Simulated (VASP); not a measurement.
# TiCo3 (Pm-3m) in VASP: further runs

The runs below take TiCo3 through single point, with r2SCAN.

Program: VASP 6.6.1. These are calculated values, not measurements. Logs are shortened: lines on timing, memory, paths and dates and some standing lists are left out, and cuts for length are marked.

## (1) The cell of the first run

Symmetry: Pm-3m, No. 221, cubic system. Conventional cell: a = 3.587 Å, b = 3.587 Å, c = 3.587 Å, α = 90.00°, β = 90.00°, γ = 90.00°. Within 3.3 Å of Ti (site symmetry m-3m) lie 12 Co at 2.54 Å. Within 3.3 Å of Co (site symmetry 4/mmm) lie 4 Ti at 2.54 Å and 8 Co at 2.54 Å.

## (2) Single point, r2SCAN, collinear spin, ferrimagnetic start

POSCAR

```
TiCo3
1.0
    3.5872018148      0.0000000000      0.0000000000
    0.0000000000      3.5872018148      0.0000000000
    0.0000000000      0.0000000000      3.5872018148
Ti Co
1 3
Direct
    0.0000000000      0.0000000000      0.0000000000
    0.0000000000      0.5000000000      0.5000000000
    0.5000000000      0.0000000000      0.5000000000
    0.5000000000      0.5000000000      0.0000000000
```

INCAR.step1

```
SYSTEM = TiCo3
PREC = Accurate
ENCUT = 520
ISMEAR = 0
SIGMA = 0.1
LREAL = .False.
LASPH = .True.
NELM = 150
ISPIN = 2
MAGMOM = -0.76 1.46 1.46 1.46
LMAXMIX = 4
NBANDS = 32
GGA = PE
ALGO = Normal
EDIFF = 1E-4
LWAVE = .True.
LCHARG = .False.
```

INCAR.step2

```
SYSTEM = TiCo3
PREC = Accurate
ENCUT = 520
EDIFF = 1E-7
ISMEAR = 0
SIGMA = 0.1
LREAL = .False.
LASPH = .True.
NELM = 150
ALGO = Normal
ISIF = 2
LWAVE = .False.
LCHARG = .True.
ISPIN = 2
MAGMOM = -0.76 1.46 1.46 1.46
LORBIT = 11
LMAXMIX = 4
METAGGA = R2SCAN
LMIXTAU = .True.
LELF = .True.
LVHAR = .True.
NBANDS = 32
ISTART = 1
```

KPOINTS

```
Automatic mesh
0
Gamma
  12 12 12
  0 0 0
```

Potentials or basis: VASP PAW PBE potentials, release 64 (Ti_sv, Co).

The run is started by

```sh
$ cat potpaw_PBE.64/Ti_sv/POTCAR potpaw_PBE.64/Co/POTCAR > POTCAR
$ cp INCAR.step1 INCAR
$ mpirun -np 1 vasp_std > vasp.out
$ cp INCAR.step2 INCAR
$ mpirun -np 1 vasp_std > vasp.out
```

OUTCAR:

```text
SYSTEM = TiCo3
   PREC = Accurate
   ENCUT = 520
   EDIFF = 1E-7
   ISMEAR = 0
   LREAL = .False.
   LASPH = .True.
   NELM = 150
   ISIF = 2
   ISPIN = 2
   LORBIT = 11
   METAGGA = R2SCAN
   ISTART = 1

 ion  position               nearest neighbor table
   1  0.000  0.000  0.000-   2 2.54   3 2.54   4 2.54   2 2.54   3 2.54   2 2.54   4 2.54   2 2.54
                             3 2.54   4 2.54   3 2.54   4 2.54
   2  0.000  0.500  0.500-   1 2.54   3 2.54   4 2.54   1 2.54   4 2.54   1 2.54   3 2.54   1 2.54
                             3 2.54   4 2.54   4 2.54   3 2.54
   3  0.500  0.000  0.500-   1 2.54   2 2.54   4 2.54   1 2.54   4 2.54   2 2.54   4 2.54   4 2.54
                             1 2.54   2 2.54   1 2.54   2 2.54
   4  0.500  0.500  0.000-   1 2.54   2 2.54   3 2.54   2 2.54   3 2.54   1 2.54   3 2.54   3 2.54
                             1 2.54   2 2.54   2 2.54   1 2.54

  LATTYP: Found a simple cubic cell.
 ALAT       =     3.5872018148

  Lattice vectors:

 A1 = (   3.5872018148,   0.0000000000,   0.0000000000)
 A2 = (   0.0000000000,   3.5872018148,   0.0000000000)
 A3 = (   0.0000000000,   0.0000000000,   3.5872018148)

Analysis of symmetry for initial positions (statically):
=====================================================================
 Subroutine PRICEL returns:
 Original cell was already a primitive cell.

 Routine SETGRP: Setting up the symmetry group for a
 simple cubic supercell.

 Subroutine GETGRP returns: Found 48 space group operations
 (whereof 48 operations were pure point group operations)
 out of a pool of 48 trial point group operations.

The static configuration has the point symmetry O_h .

Analysis of symmetry for dynamics (positions and initial velocities):
=====================================================================
 Subroutine PRICEL returns:
 Original cell was already a primitive cell.

 Routine SETGRP: Setting up the symmetry group for a
 simple cubic supercell.

 Subroutine GETGRP returns: Found 48 space group operations
 (whereof 48 operations were pure point group operations)
 out of a pool of 48 trial point group operations.

The dynamic configuration has the point symmetry O_h .

Analysis of structural, dynamic, and magnetic symmetry:
=====================================================================
 Subroutine PRICEL returns:
 Original cell was already a primitive cell.

 Routine SETGRP: Setting up the symmetry group for a
 simple cubic supercell.

 Subroutine GETGRP returns: Found 48 space group operations
 (whereof 48 operations were pure point group operations)
 out of a pool of 48 trial point group operations.

The overall configuration has the point symmetry O_h .

 Subroutine INISYM returns: Found 48 space group operations
 (whereof 48 operations are pure point group operations),
 and found     1 'primitive' translations

----------------------------------------------------------------------------------------

                                     Primitive cell

  volume of cell :      46.1602

  direct lattice vectors                    reciprocal lattice vectors
     3.587201815  0.000000000  0.000000000     0.278768815  0.000000000  0.000000000
     0.000000000  3.587201815  0.000000000     0.000000000  0.278768815  0.000000000
     0.000000000  0.000000000  3.587201815     0.000000000  0.000000000  0.278768815

  length of vectors
     3.587201815  3.587201815  3.587201815     0.278768815  0.278768815  0.278768815

  position of ions in fractional coordinates (direct lattice)
     0.000000000  0.000000000  0.000000000
     0.000000000  0.500000000  0.500000000
     0.500000000  0.000000000  0.500000000
     0.500000000  0.500000000  0.000000000

  ion indices of the primitive-cell ions
   primitive index   ion index
                 1           1
                 2           2
                 3           3
                 4           4

----------------------------------------------------------------------------------------

 KPOINTS: Automatic mesh

Automatic generation of k-mesh.
 Grid dimensions read from file:
[... 22 lines left out ...]
  0.000000  0.000000  0.000000      1.000000
  0.083333  0.000000  0.000000      6.000000
  0.166667  0.000000  0.000000      6.000000
  0.250000  0.000000  0.000000      6.000000
  0.333333  0.000000  0.000000      6.000000
  0.416667  0.000000  0.000000      6.000000
[... 16 lines left out ...]
  0.333333  0.333333  0.000000     12.000000
  0.416667  0.333333  0.000000     24.000000
 [... further k-points ...]
   k-points           NKPTS =     84   k-points in BZ     NKDIM =     84   number of bands    NBANDS=     32
   number of dos      NEDOS =    301   number of ions     NIONS =      4
   total plane-waves  NPLWV =  21952
   dimension x,y,z NGX =    28 NGY =   28 NGZ =   28
   dimension x,y,z NGXF=    56 NGYF=   56 NGZF=   56
   ions per type =               1   3
   NGX,Y,Z   is equivalent  to a cutoff of  12.98, 12.98, 12.98 a.u.
   NGXF,Y,Z  is equivalent  to a cutoff of  25.95, 25.95, 25.95 a.u.
 SYSTEM =  TiCo3
   PREC   = accura    normal or accurate (medium, high low for compatibility)
   ISTART =      1    job   : 0-new  1-cont  2-samecut
   ICHARG =      0    charge: 1-file 2-atom 10-const
   ISPIN  =      2    spin polarized calculation?
   LNONCOLLINEAR =      F non collinear calculations
   LSORBIT =      F    spin-orbit coupling
   LASPH  =      T    aspherical Exc in radial PAW
   ENCUT  =  520.0 eV  38.22 Ry    6.18 a.u.   6.67  6.67  6.67*2*pi/ulx,y,z
   NELM   =    150;   NELMIN=  2; NELMDL=  0     # of ELM steps
   EDIFF  = 0.1E-06   stopping-criterion for ELM
   LREAL  =      F    real-space projection
   EDIFFG = 0.1E-05   stopping-criterion for IOM
   NSW    =      0    number of steps for IOM
   IBRION =     -1    ionic relax: 0-MD 1-quasi-New 2-CG
   NFREE  =      0    steps in history (QN), initial steepest desc. (CG)
   ISIF   =      2    stress and relaxation
   ISYM   =      2    0-nonsym 1-usesym 2-fastsym
   POTIM  = 0.5000    time-step for ionic-motion
   TEBEG  =    0.0;   TEEND  =   0.0 temperature during run
   PSTRESS=    0.0 pullay stress
   NELECT =      39.0000    total number of electrons
   NUPDOWN=      -1.0000    fix difference up-down
   EMIN   =  10.00;   EMAX   =-10.00  energy-range for DOS
   EFERMI =   0.00;   METHOD = LEGACY
   ISMEAR =     0;   SIGMA  =   0.10  broadening in eV -4-tet -1-fermi 0-gaus
   EFERMI_NEDOS =   21; number of points for ismear=-14 and -15
   IALGO  =     38    algorithm
   IMIX   =      4    mixing-type and parameters
     AMIX     =   0.40;   BMIX     =  1.00
     AMIX_MAG =   1.60;   BMIX_MAG =  1.00
  volume/ion in A,a.u.               =      11.54        77.88
  Fermi-wavevector in a.u.,A,eV,Ry     =   1.547654  2.924642 32.589124  2.395233
  Thomas-Fermi vector in A             =   2.652717
   LORBIT       =     11    0 simple, 1 ext, 2 COOP (PROOUT), +10 PAW based schemes
   METAGGA = R2SCAN    functional components
   LHFCALC =     F    Hartree Fock is set to
   AEXX    =    0.0000 exact exchange contribution
   IVDW    =     0    specifies the selected vdW correction
   LEPSILON=     F    determine dielectric tensor
   LRPA    =     F    only Hartree local field effects (RPA)
 spin polarized calculation
 Gauss-broadening in eV      SIGMA  =   0.10
  energy-cutoff  :      520.00
  volume of cell :       46.16
 maximum number of plane-waves:      1261
 NGX is ok and might be reduce to    28
   NGX = 13   NGY = 13   NGZ = 13

 number of electron      39.0000046 magnetization      -0.0009153

 number of electron      39.0000046 magnetization       0.0000746

 Free energy of the ion-electron system (eV)
  ---------------------------------------------------
  ext. energy  EPLUGINS =         0.00000000
  ---------------------------------------------------
  free energy    TOTEN  =       -52.87651290 eV

  energy without entropy =      -52.85496381  energy(sigma->0) =      -52.86573836

 E-fermi :   9.9665     XC(G=0): -14.3663

 val. band max:        9.9661214866   @ k =   0.3333   0.0833   0.0833
 cond. band min:       9.9673845086   @ k =   0.3333   0.0833   0.0833
 fundamental gap:      0.0012630220
 Fermi energy:         9.9664878106

 spin component 1

 k-point     1 :       0.0000    0.0000    0.0000
  band No.  band energies     occupation
      1     -48.8677      1.00000
      2     -24.0755      1.00000
      3     -24.0755      1.00000
      4     -24.0755      1.00000
      5       1.6788      1.00000
      6       5.6178      1.00000
[... 805 lines left out ...]
     30      22.3845      0.00000
     31      22.7947      0.00000

 [... further k-points ...]

 spin component 2

 k-point     1 :       0.0000    0.0000    0.0000
  band No.  band energies     occupation
      1     -48.8677      1.00000
      2     -24.0755      1.00000
      3     -24.0755      1.00000
      4     -24.0755      1.00000
      5       1.6787      1.00000
      6       5.6182      1.00000
[... 805 lines left out ...]
     30      22.3845      0.00000
     31      22.7947      0.00000

 [... further k-points ...]

 [bands above 31 left out]

------------------------ aborting loop because EDIFF is reached ----------------------------------------

  FORCE on cell =-STRESS in cart. coord.  units (eV):
  Direction    XX          YY          ZZ          XY          YZ          ZX
  --------------------------------------------------------------------------------------
  -------------------------------------------------------------------------------------
  Total       -2.3472141     -2.3472141     -2.3472141     -0.0000000     -0.0000000      0.0000000
  in kB      -81.4696521    -81.4696521    -81.4696521     -0.0000000     -0.0000000      0.0000000
  external PRESSURE =     -81.4696521 kB  Pullay stress =       0.0000000 kB

 VOLUME and BASIS-vectors are now :
 -----------------------------------------------------------------------------
  energy-cutoff  :      520.00
  volume of cell :       46.16
      direct lattice vectors                 reciprocal lattice vectors
     3.587201815  0.000000000  0.000000000     0.278768815  0.000000000  0.000000000
     0.000000000  3.587201815  0.000000000     0.000000000  0.278768815  0.000000000
     0.000000000  0.000000000  3.587201815     0.000000000  0.000000000  0.278768815

 POSITION                                       TOTAL-FORCE (eV/Angst)
 -----------------------------------------------------------------------------------
      0.00000      0.00000      0.00000         0.000000      0.000000      0.000000
      0.00000      1.79360      1.79360         0.000000      0.000000      0.000000
      1.79360      0.00000      1.79360         0.000000      0.000000      0.000000
      1.79360      1.79360      0.00000         0.000000      0.000000      0.000000
 -----------------------------------------------------------------------------------
    total drift:                                0.000000      0.000000      0.000000

  FREE ENERGIE OF THE ION-ELECTRON SYSTEM (eV)
  ---------------------------------------------------
  free  energy   TOTEN  =       -52.8765129005 eV

  energy  without entropy=      -52.8549638149  energy(sigma->0) =      -52.86573836

 total charge

# of ion       s       p       d       tot
------------------------------------------
    1        2.260   6.200   1.879  10.339
    2        0.532   0.539   7.323   8.394
    3        0.532   0.539   7.323   8.394
    4        0.532   0.539   7.323   8.394
--------------------------------------------------
tot          3.856   7.818  23.847  35.520

 magnetization (x)

# of ion       s       p       d       tot
------------------------------------------
    1        0.000  -0.000  -0.000  -0.000
    2        0.000   0.000   0.000   0.000
    3        0.000   0.000   0.000   0.000
    4        0.000   0.000   0.000   0.000
--------------------------------------------------
tot          0.000   0.000   0.001   0.001
```

Wall time 12 min (1 thread of Intel Xeon 6975P-C (Granite Rapids), shared host); peak memory 0.32 GiB.

Results:

```
Free energy                                           : -52.8765 eV
Pressure                                              : -8.1 GPa
Net moment                                            : 0.00 μB per cell
Valence electrons inside the program's atomic spheres : Ti 10.34; Co 8.39
```

Caveat: the cell stands under tension; the moments typed at the start vanished in this run; the PAW data sets were made with another functional, which shifts forces and pressure a little.

## (3) Single point, r2SCAN, collinear spin, ferrimagnetic start (10.16 Å³/atom)

This run uses another cell than the first one, of 10.16 Å³/atom.

POSCAR

```
TiCo3
1.0
    3.4375572286      0.0000000000      0.0000000000
    0.0000000000      3.4375572286      0.0000000000
    0.0000000000      0.0000000000      3.4375572286
Ti Co
1 3
Direct
    0.0000000000      0.0000000000      0.0000000000
    0.0000000000      0.5000000000      0.5000000000
    0.5000000000      0.0000000000      0.5000000000
    0.5000000000      0.5000000000      0.0000000000
```

INCAR.step1, as its differences from that of step 2:

```diff
@@ -9,3 +9,3 @@
 ISPIN = 2
-MAGMOM = -0.76 1.46 1.46 1.46
+MAGMOM = -0.7 1.46 1.46 1.46
 LMAXMIX = 4
```

INCAR.step2

```
SYSTEM = TiCo3
PREC = Accurate
ENCUT = 520
EDIFF = 1E-6
ISMEAR = 0
SIGMA = 0.1
LREAL = .False.
LASPH = .True.
NELM = 150
ALGO = Normal
ISIF = 2
LWAVE = .False.
LCHARG = .False.
ISPIN = 2
MAGMOM = -0.7 1.46 1.46 1.46
LORBIT = 11
LMAXMIX = 4
METAGGA = R2SCAN
LMIXTAU = .True.
NBANDS = 32
ISTART = 1
```

KPOINTS

```
regular mesh
0
Gamma
  12 12 12
  0 0 0
```

Potentials or basis: VASP PAW PBE potentials, release 64 (Ti_sv, Co).

The run is started by

```sh
$ cat potpaw_PBE.64/Ti_sv/POTCAR potpaw_PBE.64/Co/POTCAR > POTCAR
$ cp INCAR.step1 INCAR
$ mpirun -np 1 vasp_std > vasp.out
$ cp INCAR.step2 INCAR
$ mpirun -np 1 vasp_std > vasp.out
```

Run time: 9.4 min. Hardware: 1 thread of Intel Xeon 6975P-C (Granite Rapids), shared host; peak memory 0.3 GiB.

The run converged. Its results:

```yaml
Free_energy: -52.6320 eV
Pressure: 26.0 GPa
Net_moment: 0.00 μB per cell
Valence_electrons_inside_the_program's_atomic_spheres: Ti 10.59; Co 8.66
```

Levels at points of the mesh, in eV from the Fermi level:
Spin up:
| k point | band 16 | band 17 | band 18 | band 19 | band 20 | band 21 | band 22 | band 23 | band 24 | band 25 |
| --- | --- | --- | --- | --- | --- | --- | --- | --- | --- | --- |
| (0.00, 0.00, 0.00) | -0.14 | 0.64 | 1.02 | 1.02 | 1.02 | 3.09 | 3.09 | 3.87 | 3.87 | 3.87 |
| (0.50, 0.00, 0.00) | -0.92 | -0.68 | -0.68 | -0.58 | 0.06 | 1.02 | 1.48 | 1.48 | 2.38 | 3.03 |
| (0.50, 0.50, 0.00) | -1.56 | -1.02 | -1.02 | -1.00 | -0.60 | -0.25 | 2.09 | 2.09 | 2.75 | 2.75 |
| (0.50, 0.50, 0.50) | -1.23 | -0.15 | 0.73 | 0.73 | 0.73 | 0.99 | 0.99 | 0.99 | 2.70 | 2.70 |
Spin down:
```csv
k point,band 17,band 18,band 19,band 20,band 21,band 22,band 23,band 24
"(0.00, 0.00, 0.00)",0.64,1.02,1.02,1.02,3.10,3.10,3.87,3.87
"(0.50, 0.00, 0.00)",-0.68,-0.68,-0.58,0.07,1.02,1.48,1.48,2.38
"(0.50, 0.50, 0.00)",-1.02,-1.02,-1.00,-0.60,-0.25,2.09,2.09,2.75
"(0.50, 0.50, 0.50)",-0.15,0.73,0.73,0.73,0.99,0.99,0.99,2.70
```

Caveat: the cell stands under pressure; the moments typed at the start vanished in this run; the PAW data sets were made with another functional, which shifts forces and pressure a little.
